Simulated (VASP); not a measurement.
Write the native input for VASP 6.6.1 that does the following.

| Item | Value |
| --- | --- |
| Task | single point |
| Functional | r2SCAN |
| Potentials or basis | VASP PAW PBE potentials, release 64 (Zn, O) |
| Cutoff | 520 eV |
| k mesh | 12 × 12 × 6 |
| Occupations | gaussian, width 0.02 eV |
| Spin | no spin polarisation |
| Dipole correction | no |
| Further INCAR settings | ALGO = Normal; EDIFF = 1e-06; NBANDS = 26 |

Crystal: ZnO.

```
Zn O
1.0
     3.23487    0.00000    0.00000
    -1.61743    2.80148    0.00000
     0.00000    0.00000    4.89957
Zn O
2 2
Cartesian
  1.6174 0.9338 2.4038
  0.0000 1.8677 -0.0460
  1.6174 0.9338 4.3592
  0.0000 1.8677 1.9094
```

This cell differs from its parent crystal: strain along c alone, the other axes held: -6.0 %, then relaxed in part.

The input as run:

POSCAR

```
ZnO
1.0
    3.2348692153      0.0000000000      0.0000000000
   -1.6174346076      2.8014789184      0.0000000000
    0.0000000000      0.0000000000      4.8995728459
Zn O
2 2
Direct
    0.6666666667      0.3333333333      0.4906045913
    0.3333333333      0.6666666667     -0.0093954087
    0.6666666667      0.3333333333      0.8897054087
    0.3333333333      0.6666666667      0.3897054087
```

INCAR.step1

```
SYSTEM = ZnO
ALGO = Normal ; EDIFF = 1E-4
ENCUT = 520 ; GGA = PE
ISMEAR = 0 ; LASPH = .TRUE.
LCHARG = .FALSE. ; LREAL = .FALSE.
LWAVE = .TRUE. ; NBANDS = 26
NELM = 100 ; PREC = Accurate
SIGMA = 0.02
```

INCAR.step2

```
SYSTEM = ZnO
ALGO = Normal ; EDIFF = 1E-6
ENCUT = 520 ; ISIF = 2
ISMEAR = 0 ; ISTART = 1
LASPH = .TRUE. ; LCHARG = .FALSE.
LMIXTAU = .TRUE. ; LREAL = .FALSE.
LWAVE = .FALSE. ; METAGGA = R2SCAN
NBANDS = 26 ; NELM = 100
PREC = Accurate ; SIGMA = 0.02
```

KPOINTS

```
k-points
0
G
  12 12 6
  0 0 0
```

Potentials or basis: VASP PAW PBE potentials, release 64 (Zn, O).

Command:

```console
$ cat potpaw_PBE.64/Zn/POTCAR potpaw_PBE.64/O/POTCAR > POTCAR
$ cp INCAR.step1 INCAR
$ mpirun -np 1 vasp_std > vasp.out
$ cp INCAR.step2 INCAR
$ mpirun -np 1 vasp_std > vasp.out
```

It gave:

The pressure is 11.3 GPa. The largest force is 0.005 eV/Å and the band gap on the k mesh is 1.39 eV, direct.

Caveat: the cell differs from its parent crystal (strain along c alone, the other axes held: -6.0 %, then relaxed in part); the PAW data sets were made with another functional, which shifts forces and pressure a little.

Wall time 96 s on 1 thread of Intel(R) Xeon(R) 6975P-C (Granite Rapids), on a shared host, peak memory 0.21 GiB.
